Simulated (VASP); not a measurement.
# PbS (Galena) (Fm-3m) in VASP: a series of runs

PbS (Galena) is run at these levels: PBE; tasks: single point.

Program: VASP 6.6.1. These are calculated values, not measurements. Logs are shortened: lines on timing, memory, paths and dates and some standing lists are left out, and cuts for length are marked.

## Step 1: The cell of the first run

The structure is cubic, space group Fm-3m (No. 225). The conventional cell has a = 5.931 Å, b = 5.931 Å, c = 5.931 Å, α = 90.00°, β = 90.00°, γ = 90.00°. Pb (site symmetry m-3m) has 6 S at 2.97 Å within 3.9 Å. Within 3.9 Å of S (site symmetry m-3m) lie 6 Pb at 2.97 Å.

## Step 2: Single point, PBE

Contents of INCAR:

```
SYSTEM = PbS
  PREC = Accurate
  ENCUT = 520
  EDIFF = 1E-6
  ISMEAR = 0
  SIGMA = 0.02
  LREAL = .FALSE.
  LASPH = .TRUE.
  NELM = 100
  ALGO = Normal
  ISIF = 2
  LWAVE = .FALSE.
  LCHARG = .TRUE.
  GGA = PE
  LELF = .TRUE.
  LVHAR = .TRUE.
  NBANDS = 17
```

Contents of KPOINTS:

```
regular mesh
0
G
  12 12 12
  0 0 0
```

Contents of POSCAR:

```
PbS
1.0
    0.0000000000      2.9657500000      2.9657500000
    2.9657500000      0.0000000000      2.9657500000
    2.9657500000      2.9657500000      0.0000000000
Pb S
1 1
Direct
    0.0000000000      0.0000000000      0.0000000000
    0.5000000000      0.5000000000      0.5000000000
```

Potentials or basis: VASP PAW PBE potentials, release 64 (Pb_d, S).

Started as:

```console
$ cat potpaw_PBE.64/Pb_d/POTCAR potpaw_PBE.64/S/POTCAR > POTCAR
$ mpirun -np 1 vasp_std > vasp.out
```

OUTCAR:

```text
SYSTEM = PbS
   PREC = Accurate
   ENCUT = 520
   EDIFF = 1E-6
   ISMEAR = 0
   LREAL = .FALSE.
   LASPH = .TRUE.
   NELM = 100
   ISIF = 2
   GGA = PE

 ion  position               nearest neighbor table
   1  0.000  0.000  0.000-   2 2.97   2 2.97   2 2.97   2 2.97   2 2.97   2 2.97
   2  0.500  0.500  0.500-   1 2.97   1 2.97   1 2.97   1 2.97   1 2.97   1 2.97

  LATTYP: Found a face centered cubic cell.
 ALAT       =     5.9315000000

  Lattice vectors:

 A1 = (   0.0000000000,   2.9657500000,   2.9657500000)
 A2 = (   2.9657500000,   0.0000000000,   2.9657500000)
 A3 = (   2.9657500000,   2.9657500000,   0.0000000000)

Analysis of symmetry for initial positions (statically):
=====================================================================
 Subroutine PRICEL returns:
 Original cell was already a primitive cell.

 Routine SETGRP: Setting up the symmetry group for a
 face centered cubic supercell.

 Subroutine GETGRP returns: Found 48 space group operations
 (whereof 48 operations were pure point group operations)
 out of a pool of 48 trial point group operations.

The static configuration has the point symmetry O_h .

Analysis of symmetry for dynamics (positions and initial velocities):
=====================================================================
 Subroutine PRICEL returns:
 Original cell was already a primitive cell.

 Routine SETGRP: Setting up the symmetry group for a
 face centered cubic supercell.

 Subroutine GETGRP returns: Found 48 space group operations
 (whereof 48 operations were pure point group operations)
 out of a pool of 48 trial point group operations.

The dynamic configuration has the point symmetry O_h .

 Subroutine INISYM returns: Found 48 space group operations
 (whereof 48 operations are pure point group operations),
 and found     1 'primitive' translations

----------------------------------------------------------------------------------------

                                     Primitive cell

  volume of cell :      52.1715

  direct lattice vectors                    reciprocal lattice vectors
     0.000000000  2.965750000  2.965750000    -0.168591419  0.168591419  0.168591419
     2.965750000  0.000000000  2.965750000     0.168591419 -0.168591419  0.168591419
     2.965750000  2.965750000  0.000000000     0.168591419  0.168591419 -0.168591419

  length of vectors
     4.194203873  4.194203873  4.194203873     0.292008903  0.292008903  0.292008903

  position of ions in fractional coordinates (direct lattice)
     0.000000000  0.000000000  0.000000000
     0.500000000  0.500000000  0.500000000

  ion indices of the primitive-cell ions
   primitive index   ion index
                 1           1
                 2           2

----------------------------------------------------------------------------------------

 KPOINTS: regular mesh

Automatic generation of k-mesh.
 Grid dimensions read from file:
 generate k-points for:   12   12   12

 Generating k-lattice:

  Cartesian coordinates                     Fractional coordinates (reciprocal lattice)
    -0.014049285  0.014049285  0.014049285     0.083333333  0.000000000  0.000000000
     0.014049285 -0.014049285  0.014049285     0.000000000  0.083333333  0.000000000
     0.014049285  0.014049285 -0.014049285     0.000000000  0.000000000  0.083333333

  Length of vectors
     0.024334075  0.024334075  0.024334075

  Shift w.r.t. Gamma in fractional coordinates (k-lattice)
     0.000000000  0.000000000  0.000000000

 Subroutine IBZKPT returns following result:
 ===========================================

 Found     72 irreducible k-points:

 Following reciprocal coordinates:
            Coordinates               Weight
  0.000000  0.000000  0.000000      1.000000
  0.083333  0.000000  0.000000      8.000000
  0.166667  0.000000  0.000000      8.000000
  0.250000  0.000000  0.000000      8.000000
  0.333333  0.000000  0.000000      8.000000
  0.416667  0.000000  0.000000      8.000000
[... 16 lines left out ...]
  0.500000  0.166667  0.000000     24.000000
 -0.416667  0.166667  0.000000     24.000000
 [... further k-points ...]
   k-points           NKPTS =     72   k-points in BZ     NKDIM =     72   number of bands    NBANDS=     17
   number of dos      NEDOS =    301   number of ions     NIONS =      2
   total plane-waves  NPLWV =  32768
   dimension x,y,z NGX =    32 NGY =   32 NGZ =   32
   dimension x,y,z NGXF=    64 NGYF=   64 NGZF=   64
   ions per type =               1   1
   NGX,Y,Z   is equivalent  to a cutoff of  12.68, 12.68, 12.68 a.u.
   NGXF,Y,Z  is equivalent  to a cutoff of  25.37, 25.37, 25.37 a.u.
 SYSTEM =  PbS
   PREC   = accura    normal or accurate (medium, high low for compatibility)
   ISTART =      0    job   : 0-new  1-cont  2-samecut
   ICHARG =      2    charge: 1-file 2-atom 10-const
   ISPIN  =      1    spin polarized calculation?
   LNONCOLLINEAR =      F non collinear calculations
   LSORBIT =      F    spin-orbit coupling
   LASPH  =      T    aspherical Exc in radial PAW
   ENCUT  =  520.0 eV  38.22 Ry    6.18 a.u.   7.80  7.80  7.80*2*pi/ulx,y,z
   NELM   =    100;   NELMIN=  2; NELMDL= -5     # of ELM steps
   EDIFF  = 0.1E-05   stopping-criterion for ELM
   LREAL  =      F    real-space projection
   EDIFFG = 0.1E-04   stopping-criterion for IOM
   NSW    =      0    number of steps for IOM
   IBRION =     -1    ionic relax: 0-MD 1-quasi-New 2-CG
   NFREE  =      0    steps in history (QN), initial steepest desc. (CG)
   ISIF   =      2    stress and relaxation
   ISYM   =      2    0-nonsym 1-usesym 2-fastsym
   POTIM  = 0.5000    time-step for ionic-motion
   TEBEG  =    0.0;   TEEND  =   0.0 temperature during run
   PSTRESS=    0.0 pullay stress
   NELECT =      20.0000    total number of electrons
   NUPDOWN=      -1.0000    fix difference up-down
   EMIN   =  10.00;   EMAX   =-10.00  energy-range for DOS
   EFERMI =   0.00;   METHOD = LEGACY
   ISMEAR =     0;   SIGMA  =   0.02  broadening in eV -4-tet -1-fermi 0-gaus
   EFERMI_NEDOS =   21; number of points for ismear=-14 and -15
   IALGO  =     38    algorithm
   IMIX   =      4    mixing-type and parameters
     AMIX     =   0.40;   BMIX     =  1.00
     AMIX_MAG =   1.60;   BMIX_MAG =  1.00
  volume/ion in A,a.u.               =      26.09       176.04
  Fermi-wavevector in a.u.,A,eV,Ry     =   1.189251  2.247359 19.242973  1.414319
  Thomas-Fermi vector in A             =   2.325363
   LORBIT       =      0    0 simple, 1 ext, 2 COOP (PROOUT), +10 PAW based schemes
   GGA     = PE    functional components
   LHFCALC =     F    Hartree Fock is set to
   AEXX    =    0.0000 exact exchange contribution
   IVDW    =     0    specifies the selected vdW correction
   LEPSILON=     F    determine dielectric tensor
   LRPA    =     F    only Hartree local field effects (RPA)
 non-spin polarized calculation
 Gauss-broadening in eV      SIGMA  =   0.02
  energy-cutoff  :      520.00
  volume of cell :       52.17
 maximum number of plane-waves:      1424
   NGX = 15   NGY = 15   NGZ = 15

 number of electron      19.9999998 magnetization

 Free energy of the ion-electron system (eV)
  ---------------------------------------------------
  ext. energy  EPLUGINS =         0.00000000
  ---------------------------------------------------
  free energy    TOTEN  =        -8.75547118 eV

  energy without entropy =       -8.75547118  energy(sigma->0) =       -8.75547118

 E-fermi :   5.9040     XC(G=0):  -9.6821

 val. band max:        5.8236329343   @ k =   0.5000   0.0000   0.0000
 cond. band min:       6.1874238045   @ k =   0.5000   0.0000   0.0000
 fundamental gap:      0.3637908702
 Fermi energy:         5.9040424876

 k-point     1 :       0.0000    0.0000    0.0000
  band No.  band energies     occupation
      1     -11.0018      2.00000
      2     -11.0018      2.00000
      3     -11.0018      2.00000
      4     -10.9853      2.00000
      5     -10.9853      2.00000
      6      -7.7742      2.00000
[... 9 lines left out ...]
     16      12.5533      0.00000
     17      14.4812      0.00000

 k-point     2 :       0.0833    0.0000    0.0000
  band No.  band energies     occupation
      1     -11.0015      2.00000
      2     -11.0000      2.00000
      3     -11.0000      2.00000
      4     -10.9862      2.00000
      5     -10.9862      2.00000
      6      -7.7145      2.00000
[... 9 lines left out ...]
     16      12.7369      0.00000
     17      15.0974      0.00000

 k-point     3 :       0.1667    0.0000    0.0000
  band No.  band energies     occupation
      1     -11.0006      2.00000
      2     -10.9994      2.00000
      3     -10.9994      2.00000
      4     -10.9840      2.00000
      5     -10.9840      2.00000
      6      -7.5406      2.00000
[... 9 lines left out ...]
     16      13.1593      0.00000
     17      16.3327      0.00000

 k-point     4 :       0.2500    0.0000    0.0000
  band No.  band energies     occupation
      1     -11.0049      2.00000
      2     -11.0049      2.00000
      3     -10.9997      2.00000
      4     -10.9747      2.00000
      5     -10.9747      2.00000
      6      -7.2713      2.00000
[... 9 lines left out ...]
     16      13.7743      0.00000
     17      17.7440      0.00000
[... 343 lines left out ...]
      1     -11.0430      2.00000
      2     -11.0009      2.00000
      3     -10.9975      2.00000
      4     -10.9695      2.00000
      5     -10.9529      2.00000
      6      -6.6646      2.00000
[... 9 lines left out ...]
     16      16.1563      0.00000
     17      17.1755      0.00000

 k-point    23 :       0.5000    0.1667    0.0000
  band No.  band energies     occupation
      1     -11.0446      2.00000
      2     -11.0034      2.00000
      3     -10.9948      2.00000
      4     -10.9669      2.00000
      5     -10.9509      2.00000
      6      -6.4376      2.00000
[... 9 lines left out ...]
     16      16.2206      0.00000
     17      16.6707      0.00000

 k-point    24 :      -0.4167    0.1667    0.0000
  band No.  band energies     occupation
      1     -11.0399      2.00000
      2     -11.0070      2.00000
      3     -10.9912      2.00000
      4     -10.9656      2.00000
      5     -10.9551      2.00000
      6      -6.4027      2.00000
[... 9 lines left out ...]
     16      15.3750      0.00000
     17      17.2746      0.00000

 [... further k-points ...]
[... 5 lines left out ...]
  --------------------------------------------------------------------------------------
  -------------------------------------------------------------------------------------
  Total        0.7009223      0.7009223      0.7009223     -0.0000000      0.0000000     -0.0000000
  in kB       21.5251823     21.5251823     21.5251823     -0.0000000      0.0000000     -0.0000000
  external PRESSURE =      21.5251823 kB  Pullay stress =       0.0000000 kB

 VOLUME and BASIS-vectors are now :
 -----------------------------------------------------------------------------
  energy-cutoff  :      520.00
  volume of cell :       52.17
      direct lattice vectors                 reciprocal lattice vectors
     0.000000000  2.965750000  2.965750000    -0.168591419  0.168591419  0.168591419
     2.965750000  0.000000000  2.965750000     0.168591419 -0.168591419  0.168591419
     2.965750000  2.965750000  0.000000000     0.168591419  0.168591419 -0.168591419

 POSITION                                       TOTAL-FORCE (eV/Angst)
 -----------------------------------------------------------------------------------
      0.00000      0.00000      0.00000        -0.000000      0.000000      0.000000
      2.96575      2.96575      2.96575         0.000000     -0.000000      0.000000
 -----------------------------------------------------------------------------------
    total drift:                                0.000000     -0.000000     -0.000000

  FREE ENERGIE OF THE ION-ELECTRON SYSTEM (eV)
  ---------------------------------------------------
  free  energy   TOTEN  =        -8.7554711798 eV

  energy  without entropy=       -8.7554711798  energy(sigma->0) =       -8.75547118
```

Wall time 2 min (1 thread of AMD EPYC 7R13, shared host); peak memory 0.18 GiB.

What came out:

| Property | Result |
| --- | --- |
| Free energy | -8.7555 eV |
| Pressure | 2.2 GPa |
| Band gap on the k mesh | 0.36 eV, direct |

Caveat: spin-orbit coupling is left out, which moves the levels of the heavy elements.

## Step 3: Single point, PBE

This run uses another cell than the first one, of 26.87 Å³/atom, 1.030 times its volume.

Contents of INCAR:

```
ALGO = Normal
EDIFF = 1E-6
ENCUT = 520
GGA = PE
ISIF = 2
ISMEAR = 0
LASPH = T
LCHARG = F
LREAL = F
LWAVE = F
NBANDS = 17
NELM = 100
PREC = Accurate
SIGMA = 0.02
```

Contents of KPOINTS:

```
k-points
0
Gamma
  12 12 12
```

Contents of POSCAR:

```
PbS
1.0
    0.0000000000      2.9951157712      2.9951157712
    2.9951157712      0.0000000000      2.9951157712
    2.9951157712      2.9951157712      0.0000000000
Pb S
1 1
Direct
    0.0000000000      0.0000000000      0.0000000000
    0.5000000000      0.5000000000      0.5000000000
```

Potentials or basis: VASP PAW PBE potentials, release 64 (Pb_d, S).

Started as:

```console
$ cat potpaw_PBE.64/Pb_d/POTCAR potpaw_PBE.64/S/POTCAR > POTCAR
$ mpirun -np 1 vasp_std > vasp.out
```

Wall time 77 s (1 thread of AMD EPYC 7R13, shared host); peak memory 0.18 GiB.

Results (log left out):

```
Free energy            : -8.7686 eV
Pressure               : 0.4 GPa
Band gap on the k mesh : 0.47 eV, direct
```

Levels at points of the mesh, in eV from the valence-band top:
| k point | band 6 | band 7 | band 8 | band 9 | band 10 | band 11 | band 12 | band 13 | band 14 | band 15 |
| --- | --- | --- | --- | --- | --- | --- | --- | --- | --- | --- |
| (0.00, 0.00, 0.00) | -13.30 | -6.06 | -2.00 | -2.00 | -2.00 | 5.15 | 5.15 | 5.15 | 6.83 | 6.83 |
| (0.50, 0.00, 0.00) | -12.13 | -8.65 | -1.63 | -1.63 | 0.00 | 0.47 | 2.05 | 2.05 | 8.66 | 10.20 |
| (0.50, 0.50, 0.00) | -11.75 | -7.13 | -4.92 | -3.22 | -3.22 | 4.02 | 5.51 | 5.60 | 5.60 | 11.18 |

Caveat: spin-orbit coupling is left out, which moves the levels of the heavy elements.

(Continued in part 2 of 2.)
